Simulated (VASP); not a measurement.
# SiC (P6_3mc) in VASP: notebook

Runs on SiC. Level: PBEsol. Tasks: relaxation of cell and atoms.

All numbers are computed with VASP 6.6.1; they aren't measurements. Logs are shortened: lines on timing, memory, paths and dates and some standing lists are left out, and cuts for length are marked.

**1. The cell of the first run**

The structure is hexagonal, space group P6_3mc (No. 186). The conventional cell has a = 3.076 Å, b = 3.076 Å, c = 5.048 Å, α = 90.00°, β = 90.00°, γ = 120.00°. Si (site symmetry 3m) has 4 C at 1.87 to 1.94 Å within 2.5 Å. Within 2.5 Å of C (site symmetry 3m) lie 4 Si at 1.87 to 1.94 Å.

**2. Relaxation of cell and atoms, PBEsol, target pressure 2 GPa, at which the enthalpy is minimised**

Input file INCAR:

```
SYSTEM = SiC
PREC = Accurate ; ENCUT = 600
EDIFF = 1E-6 ; ISMEAR = -1
SIGMA = 0.05 ; LREAL = .FALSE.
LASPH = .TRUE. ; NELM = 100
ALGO = Normal ; ISIF = 3
LWAVE = .FALSE. ; LCHARG = .FALSE.
GGA = PS ; IBRION = 2
NSW = 60 ; EDIFFG = -0.01
PSTRESS = 20.0
```

Input file KPOINTS:

```
Automatic mesh
0
G
  10 10 5
  0 0 0
```

Input file POSCAR:

```
SiC
1.0
    3.0760000000      0.0000000000      0.0000000000
   -1.5380000000      2.6638941420      0.0000000000
    0.0000000000      0.0000000000      5.0480000000
Si C
2 2
Direct
    0.6666666667      0.3333333333      0.5000000000
    0.3333333333      0.6666666667      0.0000000000
    0.6666666667      0.3333333333      0.8850000000
    0.3333333333      0.6666666667      0.3850000000
```

Potentials or basis: VASP PAW PBE potentials, release 64 (Si, C).

Command:

```
$ cat potpaw_PBE.64/Si/POTCAR potpaw_PBE.64/C/POTCAR > POTCAR
$ mpirun -np 1 vasp_std > vasp.out
```

OUTCAR:

```text
SYSTEM = SiC
   PREC = Accurate
   ENCUT = 600
   EDIFF = 1E-6
   ISMEAR = -1
   LREAL = .FALSE.
   LASPH = .TRUE.
   NELM = 100
   ISIF = 3
   GGA = PS
   IBRION = 2
   NSW = 60
   EDIFFG = -0.01
   PSTRESS = 20.0

 ion  position               nearest neighbor table
   1  0.667  0.333  0.500-   4 1.87   4 1.87   4 1.87   3 1.94   2 3.09   2 3.09   2 3.09   2 3.09
                             2 3.09   2 3.09
   2  0.333  0.667  0.000-   3 1.87   3 1.87   3 1.87   4 1.94   1 3.09   1 3.09   1 3.09   1 3.09
                             1 3.09   1 3.09
   3  0.667  0.333  0.885-   2 1.87   2 1.87   2 1.87   1 1.94
   4  0.333  0.667  0.385-   1 1.87   1 1.87   1 1.87   2 1.94

  LATTYP: Found a hexagonal cell.
 ALAT       =     3.0760000000
 C/A-ratio  =     1.6410923277

  Lattice vectors:

 A1 = (   3.0760000000,   0.0000000000,   0.0000000000)
 A2 = (  -1.5380000000,   2.6638941420,   0.0000000000)
 A3 = (   0.0000000000,   0.0000000000,   5.0480000000)

Analysis of symmetry for initial positions (statically):
=====================================================================
 Subroutine PRICEL returns:
 Original cell was already a primitive cell.

 Routine SETGRP: Setting up the symmetry group for a
 hexagonal supercell.

 Subroutine GETGRP returns: Found 12 space group operations
 (whereof  6 operations were pure point group operations)
 out of a pool of 24 trial point group operations.

The static configuration has the point symmetry C_3v.
 The point group associated with its full space group is C_6v.

Analysis of symmetry for dynamics (positions and initial velocities):
=====================================================================
 Subroutine PRICEL returns:
 Original cell was already a primitive cell.

 Routine SETGRP: Setting up the symmetry group for a
 hexagonal supercell.

 Subroutine GETGRP returns: Found 12 space group operations
 (whereof  6 operations were pure point group operations)
 out of a pool of 24 trial point group operations.

The dynamic configuration has the point symmetry C_3v.
 The point group associated with its full space group is C_6v.

 Subroutine INISYM returns: Found 12 space group operations
 (whereof  6 operations are pure point group operations),
 and found     1 'primitive' translations

----------------------------------------------------------------------------------------

                                     Primitive cell

  volume of cell :      41.3640

  direct lattice vectors                    reciprocal lattice vectors
     3.076000000  0.000000000  0.000000000     0.325097529  0.187695146  0.000000000
    -1.538000000  2.663894142  0.000000000     0.000000000  0.375390292  0.000000000
     0.000000000  0.000000000  5.048000000     0.000000000  0.000000000  0.198098257

  length of vectors
     3.076000000  3.076000000  5.048000000     0.375390292  0.375390292  0.198098257

  position of ions in fractional coordinates (direct lattice)
     0.666666667  0.333333333  0.500000000
     0.333333333  0.666666667  0.000000000
     0.666666667  0.333333333  0.885000000
     0.333333333  0.666666667  0.385000000

  ion indices of the primitive-cell ions
   primitive index   ion index
                 1           1
                 2           2
                 3           3
                 4           4

----------------------------------------------------------------------------------------

 KPOINTS: Automatic mesh

Automatic generation of k-mesh.
 Grid dimensions read from file:
 generate k-points for:   10   10    5

 Generating k-lattice:

  Cartesian coordinates                     Fractional coordinates (reciprocal lattice)
     0.032509753  0.018769515  0.000000000     0.100000000  0.000000000  0.000000000
     0.000000000  0.037539029  0.000000000     0.000000000  0.100000000  0.000000000
     0.000000000  0.000000000  0.039619651     0.000000000  0.000000000  0.200000000

  Length of vectors
     0.037539029  0.037539029  0.039619651

  Shift w.r.t. Gamma in fractional coordinates (k-lattice)
     0.000000000  0.000000000  0.000000000

 Subroutine IBZKPT returns following result:
 ===========================================

 Found     42 irreducible k-points:

 Following reciprocal coordinates:
            Coordinates               Weight
  0.000000  0.000000  0.000000      1.000000
  0.100000 -0.000000  0.000000      6.000000
  0.200000 -0.000000  0.000000      6.000000
  0.300000  0.000000  0.000000      6.000000
  0.400000 -0.000000  0.000000      6.000000
  0.500000  0.000000  0.000000      3.000000
[... 16 lines left out ...]
  0.300000  0.100000  0.200000     24.000000
  0.400000  0.100000  0.200000     24.000000
 [... further k-points ...]
   k-points           NKPTS =     42   k-points in BZ     NKDIM =     42   number of bands    NBANDS=     12
   number of dos      NEDOS =    301   number of ions     NIONS =      4
   total plane-waves  NPLWV =  31360
   dimension x,y,z NGX =    28 NGY =   28 NGZ =   40
   dimension x,y,z NGXF=    56 NGYF=   56 NGZF=   80
   ions per type =               2   2
   NGX,Y,Z   is equivalent  to a cutoff of  15.13, 15.13, 13.17 a.u.
   NGXF,Y,Z  is equivalent  to a cutoff of  30.27, 30.27, 26.35 a.u.
 SYSTEM =  SiC
   PREC   = accura    normal or accurate (medium, high low for compatibility)
   ISTART =      0    job   : 0-new  1-cont  2-samecut
   ICHARG =      2    charge: 1-file 2-atom 10-const
   ISPIN  =      1    spin polarized calculation?
   LNONCOLLINEAR =      F non collinear calculations
   LSORBIT =      F    spin-orbit coupling
   LASPH  =      T    aspherical Exc in radial PAW
   ENCUT  =  600.0 eV  44.10 Ry    6.64 a.u.   6.14  6.14 10.08*2*pi/ulx,y,z
   NELM   =    100;   NELMIN=  2; NELMDL= -5     # of ELM steps
   EDIFF  = 0.1E-05   stopping-criterion for ELM
   LREAL  =      F    real-space projection
   EDIFFG = -.1E-01   stopping-criterion for IOM
   NSW    =     60    number of steps for IOM
   IBRION =      2    ionic relax: 0-MD 1-quasi-New 2-CG
   NFREE  =      1    steps in history (QN), initial steepest desc. (CG)
   ISIF   =      3    stress and relaxation
   ISYM   =      2    0-nonsym 1-usesym 2-fastsym
   POTIM  = 0.5000    time-step for ionic-motion
   TEBEG  =    0.0;   TEEND  =   0.0 temperature during run
   PSTRESS=   20.0 pullay stress
   NELECT =      16.0000    total number of electrons
   NUPDOWN=      -1.0000    fix difference up-down
   EMIN   =  10.00;   EMAX   =-10.00  energy-range for DOS
   EFERMI =   0.00;   METHOD = LEGACY
   ISMEAR =    -1;   SIGMA  =   0.05  broadening in eV -4-tet -1-fermi 0-gaus
   EFERMI_NEDOS =   21; number of points for ismear=-14 and -15
   IALGO  =     38    algorithm
   IMIX   =      4    mixing-type and parameters
     AMIX     =   0.40;   BMIX     =  1.00
     AMIX_MAG =   1.60;   BMIX_MAG =  1.00
  volume/ion in A,a.u.               =      10.34        69.78
  Fermi-wavevector in a.u.,A,eV,Ry     =   1.192817  2.254098 19.358549  1.422813
  Thomas-Fermi vector in A             =   2.328847
   LORBIT       =      0    0 simple, 1 ext, 2 COOP (PROOUT), +10 PAW based schemes
   GGA     = PS    functional components
   LHFCALC =     F    Hartree Fock is set to
   AEXX    =    0.0000 exact exchange contribution
   IVDW    =     0    specifies the selected vdW correction
   LEPSILON=     F    determine dielectric tensor
   LRPA    =     F    only Hartree local field effects (RPA)
 conjugate gradient relaxation of ions
 non-spin polarized calculation
  energy-cutoff  :      600.00
  volume of cell :       41.36
 maximum number of plane-waves:      1398
 NGX is ok and might be reduce to    28
   NGX = 13   NGY = 13   NGZ = 21

--------------------------------------- Ionic step        1  -------------------------------------------

 number of electron      16.0000001 magnetization

 Free energy of the ion-electron system (eV)
  ---------------------------------------------------
  ext. energy  EPLUGINS =         0.00000000
  ---------------------------------------------------
  free energy    TOTEN  =       -31.78814853 eV

  energy without entropy =      -31.78814853  energy(sigma->0) =      -31.78814853

------------------------ aborting loop because EDIFF is reached ----------------------------------------

  FORCE on cell =-STRESS in cart. coord.  units (eV):
  Direction    XX          YY          ZZ          XY          YZ          ZX
  --------------------------------------------------------------------------------------
  -------------------------------------------------------------------------------------
  Total        0.5510756      0.5510756     -0.7266171      0.0000000      0.0000000      0.0000000
  in kB       21.3451449     21.3451449    -28.1445012      0.0000000      0.0000000      0.0000000
  external PRESSURE =     -15.1514038 kB  Pullay stress =      20.0000000 kB
[... 265 lines left out ...]
  enthalpy is  TOTEN    =       -31.3097373079 eV   P V=        0.5127755711

--------------------------------------- Ionic step        8  -------------------------------------------

 number of electron      16.0000000 magnetization

 Free energy of the ion-electron system (eV)
  ---------------------------------------------------
  ext. energy  EPLUGINS =         0.00000000
  ---------------------------------------------------
  free energy    TOTEN  =       -31.82202264 eV

  energy without entropy =      -31.82202264  energy(sigma->0) =      -31.82202264

 E-fermi :   9.2819     XC(G=0): -11.5334

 val. band max:        8.2988311768   @ k =   0.0000   0.0000   0.0000
 cond. band min:      10.5585962986   @ k =   0.3000   0.3000   0.0000
 fundamental gap:      2.2597651219
 Fermi energy:         9.2819365942

 k-point     1 :       0.0000    0.0000    0.0000
  band No.  band energies     occupation
      1      -7.3549      2.00000
      2      -3.7202      2.00000
      3      -0.5100      2.00000
      4       6.9725      2.00000
      5       6.9725      2.00000
      6       8.1857      2.00000
      7       8.2988      2.00000
      8       8.2988      2.00000
      9      13.1050      0.00000
     10      14.5343      0.00000
     11      14.9397      0.00000
     12      14.9397      0.00000
[... 331 lines left out ...]
 k-point    24 :       0.4000    0.1000    0.2000
  band No.  band energies     occupation
      1      -3.9538      2.00000
      2      -2.4049      2.00000
      3       0.1229      2.00000
      4       1.6458      2.00000
      5       3.5509      2.00000
      6       4.4991      2.00000
      7       5.7749      2.00000
      8       6.2661      2.00000
      9      11.8611      0.00000
     10      12.2517      0.00000
     11      15.2179      0.00000
     12      15.6108      0.00000

 [... further k-points ...]
[... 5 lines left out ...]
  --------------------------------------------------------------------------------------
  -------------------------------------------------------------------------------------
  Total        0.5142705      0.5142705      0.5092944      0.0000000      0.0000000      0.0000000
  in kB       20.0790066     20.0790066     19.8847238      0.0000000      0.0000000      0.0000000
  external PRESSURE =       0.0142457 kB  Pullay stress =      20.0000000 kB
[... 19 lines left out ...]
  FREE ENERGIE OF THE ION-ELECTRON SYSTEM (eV)
  ---------------------------------------------------
  free  energy   TOTEN  =       -31.8220226447 eV

  energy  without entropy=      -31.8220226446  energy(sigma->0) =      -31.82202264

  enthalpy is  TOTEN    =       -31.3097757023 eV   P V=        0.5122469423

 reached required accuracy - stopping structural energy minimisation
```

Run time: 60 s. Hardware: 1 thread of Intel Xeon Platinum 8559C (Emerald Rapids), shared host; peak memory 0.18 GiB.

Results:

| Item | Value |
| --- | --- |
| Free energy | -31.8220 eV |
| Relaxed volume | 10.26 Å³/atom |
| Relaxed cell | a = 3.068 Å, b = 3.068 Å, c = 5.034 Å, α = 90.00°, β = 90.00°, γ = 120.00° |
| Space group after relaxing (to 0.1 Å) | P6_3mc (No. 186) |
| Energy change on relaxing (the run minimises the enthalpy) | -8.5 meV/atom |
| Ionic steps | 8 |
| Pressure after relaxing | 2.0 GPa |
| Band gap on the k mesh | 2.26 eV (least direct gap 3.87 eV) |

The path:
```tsv
step	energy change (eV)	largest force (eV/Å)	pressure (GPa)	volume (Å³)
1	0.0000	0.7510	0.48	41.36
2	0.0050	0.7165	3.72	40.78
3	-0.0311	0.0707	1.87	41.05
4	-0.0310	0.0549	1.91	41.05
5	-0.0330	0.0197	2.33	40.98
6	-0.0332	0.0086	2.27	40.99
7	-0.0344	0.0095	1.77	41.08
8	-0.0339	0.0011	2.00	41.04
```

Final structure:
```
Si C
1.0
     3.06792    0.00000    0.00000
    -1.53396    2.65689    0.00000
     0.00000    0.00000    5.03434
Si C
2 2
Direct
  0.66667 0.33333 0.50459
  0.33333 0.66667 0.00459
  0.66667 0.33333 0.88041
  0.33333 0.66667 0.38041
```

Caveat: the cell is relaxed towards a set pressure, so the run minimises the enthalpy, not the energy; the PAW data sets were made with another functional, which shifts forces and pressure a little; an odd mesh through Γ misses points on the zone boundary, where band edges can lie. As with any semilocal functional, this PBEsol gap is likely too small.

**3. Relaxation of cell and atoms, PBEsol, target pressure 5 GPa, at which the enthalpy is minimised**

Input file INCAR:

```
SYSTEM = SiC
  ALGO = Normal
  EDIFF = 1E-6
  EDIFFG = -0.01
  ENCUT = 600
  GGA = PS
  IBRION = 2
  ISIF = 3
  ISMEAR = -1
  LASPH = .TRUE.
  LCHARG = .FALSE.
  LREAL = .FALSE.
  LWAVE = .FALSE.
  NELM = 80
  NSW = 60
  PREC = Accurate
  PSTRESS = 50.0
  SIGMA = 0.05
```

Input file KPOINTS:

```
k-points
0
G
  10 10 5
  0 0 0
```

POSCAR is that of step 2.

Potentials or basis: VASP PAW PBE potentials, release 64 (Si, C).

Command:

```
$ cat potpaw_PBE.64/Si/POTCAR potpaw_PBE.64/C/POTCAR > POTCAR
$ mpirun -np 1 vasp_std > vasp.out
```

Wall time 56 s (1 thread of Intel Xeon Platinum 8559C (Emerald Rapids), shared host); peak memory 0.18 GiB.

It converged, with:

```
Free energy                                                : -31.8107 eV
Relaxed volume                                             : 10.13 Å³/atom
Relaxed cell                                               : a = 3.055 Å, b = 3.055 Å, c = 5.013 Å, α = 90.00°, β = 90.00°, γ = 120.00°
Space group after relaxing (to 0.1 Å)                      : P6_3mc (No. 186)
Energy change on relaxing (the run minimises the enthalpy) : -5.6 meV/atom
Ionic steps                                                : 8
Pressure after relaxing                                    : 5.0 GPa
Band gap on the k mesh                                     : 2.24 eV (least direct gap 3.89 eV)
```

The path:
```
step  energy change (eV)  largest force (eV/Å)  pressure (GPa)  volume (Å³)
   1              0.0000                0.7510            0.48        41.36
   2              0.0562                0.7728           10.76        39.64
   3             -0.0181                0.0953            5.25        40.47
   4             -0.0175                0.0794            5.35        40.45
   5             -0.0218                0.0116            5.15        40.49
   6             -0.0217                0.0034            5.16        40.49
   7             -0.0234                0.0033            4.85        40.54
   8             -0.0226                0.0001            4.99        40.52
```

Final structure:
```
Si C
1.0
     3.05504    0.00000    0.00000
    -1.52752    2.64574    0.00000
     0.00000    0.00000    5.01261
Si C
2 2
Direct
  0.66667 0.33333 0.50460
  0.33333 0.66667 0.00460
  0.66667 0.33333 0.88040
  0.33333 0.66667 0.38040
```

Levels at points of the mesh, in eV from the valence-band top:
```csv
k point,band 6,band 7,band 8,band 9,band 10,band 11
"(0.00, 0.00, 0.00)",-0.11,0.00,0.00,4.91,6.37,6.72
"(0.50, 0.00, 0.00)",-3.40,-3.39,-1.20,2.69,4.14,6.96
```

Caveat: the cell is relaxed towards a set pressure, so the run minimises the enthalpy, not the energy; the PAW data sets were made with another functional, which shifts forces and pressure a little; an odd mesh through Γ misses points on the zone boundary, where band edges can lie.

(Part 1 of 3 ends here.)
